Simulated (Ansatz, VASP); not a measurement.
## MnO2: VASP beside Ansatz

```
Mn O
1.0
     1.42843    0.82471    4.58393
    -1.42843    0.82471    4.58393
     0.00000   -1.64941    4.58393
Mn O
1 2
Direct
  0.00000 0.00000 0.00000
  0.26436 0.26436 0.26436
  0.73564 0.73564 0.73564
```

Alike in both runs: task single point; functional PBEsol; k mesh 12 × 12 × 12; collinear spin; Hubbard terms Mn d U = 6.9 eV, J = 0.9 eV.

|  | VASP | Ansatz |
| --- | --- | --- |
| version | VASP 6.6.1 | Ansatz 0.2.0 |
| potentials or method | VASP PAW PBE potentials, release 64 (Mn_pv, O), cutoff 520 eV | plane waves, PAW |
| occupations | fermi-dirac, width 0.1 eV | fermi-dirac |
| valence electrons in the cell | 25 | 27 |

VASP gave:

- pressure (GPa): 5.6
- traceless stress, the component that is largest in VASP (GPa): -2.32
- net moment per atom (μB): 1.00
- size of the moment on the site where the two differ most (μB): 3.18

Estimate Ansatz's values.

pressure (GPa): 5.8; traceless stress, the component that is largest in VASP (GPa): -2.99; net moment per atom (μB): 1.00; size of the moment on the site where the two differ most (μB): 2.80.

VASP's potentials were made for PBE, not for PBEsol. Site moments also hang on the region over which each program counts them. The programs project onto different local orbitals, so the same U acts differently, and such runs can settle in different states. VASP's potentials hold 25 valence electrons a cell and Ansatz's 27, so a difference there can come from the potentials and not from the codes. Ansatz's warnings: stress scf threshold loose.
